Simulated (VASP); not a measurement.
Set up this calculation in VASP 6.6.1, as the native input.

```yaml
Task: single point
Functional: PBE
Potentials_or_basis: VASP PAW PBE potentials, release 64 (Co)
Cutoff: 520 eV
k_mesh: 24 × 24 × 12
Occupations: gaussian, width 0.15 eV
Spin: collinear spin, ferromagnetic start
Starting_moments: "[1.1, 1.1] μB"
Fixed_moment: 2.2 μB
Dipole_correction: no
Further_INCAR_settings: ALGO = Fast; EDIFF = 1e-07; NBANDS = 20
```

The structure of Co lies in POSCAR:

```
Co
1.0
    2.3462389646      0.0000000000      0.0000000000
   -1.1731194823      2.0319025467      0.0000000000
    0.0000000000      0.0000000000      3.7945776923
Co
2
Direct
    0.6666666667      0.3333333333      0.2500000000
    0.3333333333      0.6666666667      0.7500000000
```

One way to write it, as run:

INCAR

```
SYSTEM = Co
ALGO = Fast ; EDIFF = 1E-7
ENCUT = 520 ; GGA = PE
ISIF = 2 ; ISMEAR = 0
ISPIN = 2 ; LASPH = .True.
LCHARG = .False. ; LMAXMIX = 4
LORBIT = 11 ; LREAL = .False.
LWAVE = .False. ; MAGMOM = 1.1 1.1
NBANDS = 20 ; NELM = 150
NUPDOWN = 2.2 ; PREC = Accurate
SIGMA = 0.15
```

KPOINTS

```
k-points
0
Gamma
  24 24 12
  0 0 0
```

Potentials or basis: VASP PAW PBE potentials, release 64 (Co).

Run with:

```console
$ cat potpaw_PBE.64/Co/POTCAR > POTCAR
$ mpirun -np 1 vasp_std > vasp.out
```

It gave:

| Property | Result |
| --- | --- |
| Pressure | 52.1 GPa |
| Net moment | 2.20 μB per cell |
| Site moments | Co +1.09 μB |
| Valence electrons inside the program's atomic spheres | Co 8.70 |

Caveat: the cell stands under pressure; the total moment is fixed, so each spin has its own Fermi level and the state may be an excited one.

Wall time 2.3 min on 1 thread of Intel(R) Xeon(R) 6975P-C (Granite Rapids), on a shared host, peak memory 0.31 GiB.
